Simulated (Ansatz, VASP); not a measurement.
MgO: VASP beside Ansatz

```
CELL_PARAMETERS angstrom
2.62335 0.04001 0.00000
0.04001 2.62335 0.00000
0.00000 0.00000 2.62335
ATOMIC_POSITIONS crystal
Mg 0.00000 0.00000 0.00000
O 0.50000 0.50000 0.50000
```

Change from the starting cell: shear_xy strain +3.0%.

Alike in both runs: task single point; functional PBE; k mesh 10 × 10 × 10; occupations fermi-dirac, width 0.02 eV; no spin polarisation.

|  | VASP | Ansatz |
| --- | --- | --- |
| version | VASP 6.6.1 | Ansatz 0.2.0 |
| potentials or method | VASP PAW PBE potentials, release 64 (Mg_sv, O) | plane waves, PAW |
| plane-wave cutoff (eV) | 840 | 420 |
| valence electrons in the cell | 16 | 16 |

```csv
,VASP,Ansatz,Ansatz less VASP
gap on the k mesh at the Fermi level (eV),2.65,2.65,-0.002
pressure (GPa),6.3,6.3,+0.06
"traceless stress, the component that is largest in VASP (GPa)",1.62,1.66,+0.045
```

The functional is the same, so the differences come from potentials, cutoffs and numerics.
